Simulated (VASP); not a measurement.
Runs of VASP 6.6.1 on Sn. The structure is that of space group I4/mmm (No. 139), or close to it. The cells are those of the table. 

```csv
level,cell,k mesh,cutoff (eV),grid for exact exchange (PRECFOCK),share of exact exchange,screening parameter,gap on the mesh (eV),pressure (GPa)
PBEsol,"a = 3.316 Å, angles 104.5, 104.5, 119.9°, 1 atom",8 × 8 × 8,500,-,-,-,none,-2.0
PBEsol,"a = 3.302 Å, angles 105.9, 105.9, 116.9°, 1 atom",10 × 10 × 10,500,-,-,-,none,(b)
HF,"a = 3.469 Å, angles 105.3, 105.3, 118.2°, 1 atom",5 × 5 × 5,520,Normal,1,-,none,1.1
PBEsol,"a = 3.335 Å, angles 103.2, 103.2, 122.9°, 1 atom",10 × 10 × 10,500,-,-,-,none,(a)
PBE-based screened hybrid with 25 % exact exchange,"a = 3.372 Å, angles 102.0, 102.0, 125.8°, 1 atom",5 × 5 × 5,520,Normal,0.25,0.3 1/Å,none,0.0
```

Alike in all rows: task single point; potentials or basis VASP PAW PBE potentials, release 64 (Sn_d); no spin polarisation; smearing fermi-dirac 0.05 eV.

**Question.** Fill in the values left out.

**Answer.** (a) -1.4; (b) -2.2.

Caveats: some runs use coarse meshes; the PAW data sets were made with another functional, which shifts forces and pressure a little; spin-orbit coupling is left out, which moves the levels of the heavy elements.

A k mesh can miss the band edges, and the runs leave out spin-orbit coupling on Sn.

A gap of «none» marks levels without a gap at the run's occupations.
